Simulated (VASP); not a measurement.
Wanted: the native input for a VASP 6.6.1 run.

```yaml
Task: single point
Functional: PBEsol
Potentials_or_basis: VASP PAW PBE potentials, release 64 (Te, Be)
Cutoff: 520 eV
k_mesh: 8 × 8 × 8
Occupations: fermi-dirac, width 0.05 eV
Spin: no spin polarisation
Dipole_correction: no
Further_INCAR_settings: ALGO = Normal; EDIFF = 1e-07; NBANDS = 11
```

The structure of BeTe lies in POSCAR:

```
BeTe
1.0
    0.0000000000      2.7360117358      2.7360117358
    2.7360117358      0.0000000000      2.7360117358
    2.7360117358      2.7360117358      0.0000000000
Te Be
1 1
Direct
    0.7500000000      0.7500000000      0.7500000000
    0.0000000000      0.0000000000      0.0000000000
```

These files were run (other wordings do the same):

INCAR

```
  PREC = Accurate
  ENCUT = 520
  EDIFF = 1E-7
  ISMEAR = -1
  SIGMA = 0.05
  LREAL = False
  LASPH = True
  NELM = 100
  ALGO = Normal
  ISIF = 2
  LWAVE = False
  LCHARG = True
  GGA = PS
  LELF = True
  LVHAR = True
  NBANDS = 11
```

KPOINTS

```
regular mesh
0
Gamma
  8 8 8
```

Potentials or basis: VASP PAW PBE potentials, release 64 (Te, Be).

Run with:

```console
$ cat potpaw_PBE.64/Te/POTCAR potpaw_PBE.64/Be/POTCAR > POTCAR
$ mpirun -np 1 vasp_std > vasp.out
```

Results of the run:

```yaml
Pressure: 5.3 GPa
Band_gap_on_the_k_mesh: 1.63 eV, indirect (least direct gap 3.51 eV)
```

Caveat: the PAW data sets were made with another functional, which shifts forces and pressure a little; spin-orbit coupling is left out, which moves the levels of the heavy elements.

Run time: 14 s on 1 thread of Intel(R) Xeon(R) Platinum 8375C CPU @ 2.90GHz (Ice Lake), on a shared host, peak memory 0.17 GiB.
